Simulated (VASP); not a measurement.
The system is PbS.

```xyz
4
Lattice="2.0800 -5.9913 0.0000 2.0800 5.9913 0.0000 0.0000 0.0000 4.2793" Properties=species:S:1:pos:R:3 pbc="T T T"
Pb    2.0800    4.4268    1.0698
Pb    2.0800   -4.4268    3.2095
S     2.0800    1.7399    1.0698
S     2.0800   -1.7399    3.2095
```

Base run:

| Quantity | Value |
| --- | --- |
| Program | VASP 6.6.1 |
| Functional | PBEsol-based global hybrid |
| Potentials or basis | VASP PAW PBE potentials, release 64 (Pb_d, S) |
| Cutoff | 520 eV |
| k mesh | 4 × 4 × 4 |
| Occupations | fermi-dirac, width 0.05 eV |
| Spin | no spin polarisation |

Its results: band gap on the k mesh 2.41 eV, indirect (least direct gap 2.87 eV); pressure -2.6 GPa; largest force 0.201 eV/Å.

Q: The run is repeated on the same cell with these changes: functional from PBEsol-based global hybrid to PBEsol; k mesh from 4 × 4 × 4 to 5 × 5 × 4. What comes out?

A: Band gap on the k mesh 1.20 eV, direct; pressure -1.9 GPa; largest force 0.042 eV/Å.

Several settings changed at once, so the effect can't be laid on one alone.

Caveats: the PAW data sets were made with another functional, which shifts forces and pressure a little; spin-orbit coupling is left out, which moves the levels of the heavy elements.

A k mesh can miss the band edges.
